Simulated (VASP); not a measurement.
Input of a VASP 6.6.1 run:

File INCAR:

```
SYSTEM = Cr
PREC = Accurate
ENCUT = 520
EDIFF = 1E-6
ISMEAR = 0
SIGMA = 0.1
LREAL = .False.
LASPH = .True.
NELM = 80
ALGO = Normal
ISIF = 2
LWAVE = .False.
LCHARG = .False.
GGA = PS
NBANDS = 12
```

File KPOINTS:

```
Automatic mesh
0
Gamma
  20 20 20
  0 0 0
```

The input POSCAR:

```
Cr
1.0
    0.0000000000      1.7890692477      1.7890692477
    1.7890692477      0.0000000000      1.7890692477
    1.7890692477      1.7890692477      0.0000000000
Cr
1
Direct
    0.0000000000      0.0000000000      0.0000000000
```

Potentials or basis: VASP PAW PBE potentials, release 64 (Cr_pv).

The run is started by

```sh
$ cat potpaw_PBE.64/Cr_pv/POTCAR > POTCAR
$ mpirun -np 1 vasp_std > vasp.out
```

Question: Predict the band gap on the k mesh.

Answer: Zero (band 6 reaches 13.31 eV, above the bottom of band 7 at 10.23 eV).

Question: What does it give for the pressure?

Answer: -0.5 GPa.

Caveat: the PAW data sets were made with another functional, which shifts forces and pressure a little; the run has no spin polarisation, though such a crystal can be magnetic. Spin polarisation is off, so any magnetic state and its effect on volume and gap are missing.
